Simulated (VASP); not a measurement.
Set up this calculation in VASP 6.6.1, as the native input.

| Property | Result |
| --- | --- |
| Task | single point |
| Functional | PBE |
| Potentials or basis | VASP PAW PBE potentials, release 64 (Ge_d) |
| Cutoff | 520 eV |
| k mesh | 6 × 6 × 1 |
| Occupations | gaussian, width 0.1 eV |
| Spin | no spin polarisation |
| Dipole correction | no |
| Further INCAR settings | ALGO = Normal; EDIFF = 1e-07; NBANDS = 81 |

The structure of Ge lies in POSCAR:

```
Ge
1.0
    4.0674616000      0.0000000000      0.0000000000
   -2.0337308000      3.5225251000      0.0000000000
    0.0000000000      0.0000000000     16.6656112000
Ge
10
Direct
    0.3333333000      0.6666667000      0.1247700000
    0.3333333000      0.6666667000      0.5250990000
    0.6666667000      0.3333333000      0.7257830000
    0.0000000000      0.0000000000      0.9252080000
    0.6666667000      0.3333333000      0.3242990000
    0.3333333000      0.6666667000      0.6757010000
    0.0000000000      0.0000000000      0.0747920000
    0.6666667000      0.3333333000      0.8752300000
    0.3333333000      0.6666667000      0.2742170000
    0.6666667000      0.3333333000      0.4749010000
```

These files were run (other wordings do the same):

INCAR

```
PREC     = Accurate       # precision mode
ENCUT    = 520            # plane-wave cutoff, eV
EDIFF    = 1E-7           # SCF threshold, eV
ISMEAR   = 0              # smearing method
SIGMA    = 0.1            # smearing width, eV
LREAL    = F              # projectors in reciprocal space
LASPH    = T              # aspherical terms in the spheres
NELM     = 100            # most SCF steps
ALGO     = Normal         # electronic algorithm
ISIF     = 2              # what is computed and relaxed
LWAVE    = F              # write WAVECAR
LCHARG   = T              # write CHGCAR
GGA      = PE             # functional
LELF     = T              # ELF
LVHAR    = T            
NBANDS   = 81             # bands
```

KPOINTS

```
regular mesh
0
Gamma
  6 6 1
```

Potentials or basis: VASP PAW PBE potentials, release 64 (Ge_d).

The run is started by

```console
$ cat potpaw_PBE.64/Ge_d/POTCAR > POTCAR
$ mpirun -np 1 vasp_std > vasp.out
```

Results of the run:

```json
{
 "Pressure": "0.2 GPa",
 "Largest force": "0.040 eV/Å",
 "Band gap on the k mesh": "0.09 eV, direct"
}
```

It took 110 s on 1 thread of Intel(R) Xeon(R) 6975P-C (Granite Rapids) (shared host), peak memory 0.36 GiB.
